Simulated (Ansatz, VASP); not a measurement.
Given: the input of a run of VASP 6.6.1 on SnTe.

INCAR

```
ALGO = Normal
EDIFF = 1E-6
ENCUT = 520
GGA = PS
ISIF = 2
ISMEAR = -1
LASPH = T
LCHARG = F
LREAL = F
LWAVE = F
NBANDS = 17
NELM = 100
PREC = Accurate
SIGMA = 0.05
```

KPOINTS

```
k-points
0
Gamma
  7 7 7
```

The input POSCAR:

```
SnTe
1.0
    0.0000000000      3.5374284581      3.5374284581
    3.5374284581      0.0000000000      3.5374284581
    3.5374284581      3.5374284581      0.0000000000
Te Sn
1 1
Direct
    0.2500000000      0.2500000000      0.2500000000
    0.0000000000      0.0000000000      0.0000000000
```

Potentials or basis: VASP PAW PBE potentials, release 64 (Te, Sn_d).

Run with:

```bash
$ cat potpaw_PBE.64/Te/POTCAR potpaw_PBE.64/Sn_d/POTCAR > POTCAR
$ mpirun -np 1 vasp_std > vasp.out
```

Question: Set up the same calculation for Ansatz 0.2.0. Potentials there: all-electron LAPW, scalar-relativistic.

Answer: As run (the cutoff follows the program's own potentials):

The input input.yaml:

```yaml
crystal:
  lattice:
    - [0.0, 3.5374284581, 3.5374284581]
    - [3.5374284581, 0.0, 3.5374284581]
    - [3.5374284581, 3.5374284581, 0.0]
  atoms:
    - { symbol: Te, position: [0.25, 0.25, 0.25] }
    - { symbol: Sn, position: [0.0, 0.0, 0.0] }
kpoints:
  mp_grid: { grid: [7, 7, 7] }
scf:
  occupations: { method: fermi_dirac, width: 0.05 }
hamiltonian:
  xc: pbesol
  pseudopotentials: { kind: all_electron, lapw: { basis_error: 0.001 } }
output:
  forces: true
  stress: true
  eigenvalues: true
```

Potentials or basis: all-electron LAPW, scalar-relativistic.

Run with:

```sh
$ ansatz run input.yaml --threads 1 --pin off --max-ram 3072MiB --backend cpu --events-out ev --progress --plain --runs-dir out
```

Both were run:

|  | VASP | Ansatz | Ansatz less VASP |
| --- | --- | --- | --- |
| gap on the k mesh at the Fermi level (eV) | 0.13 | 0.13 | +0.003 |
| least direct gap on the mesh (eV) | 0.72 | 0.72 | +0.002 |
| pressure (GPa) | 0.1 | 0.1 | +0.02 |

VASP's potentials were made for PBE, not for PBEsol. Ansatz ran all-electron here, and VASP with PAW potentials.

Neither program's run includes spin-orbit coupling.
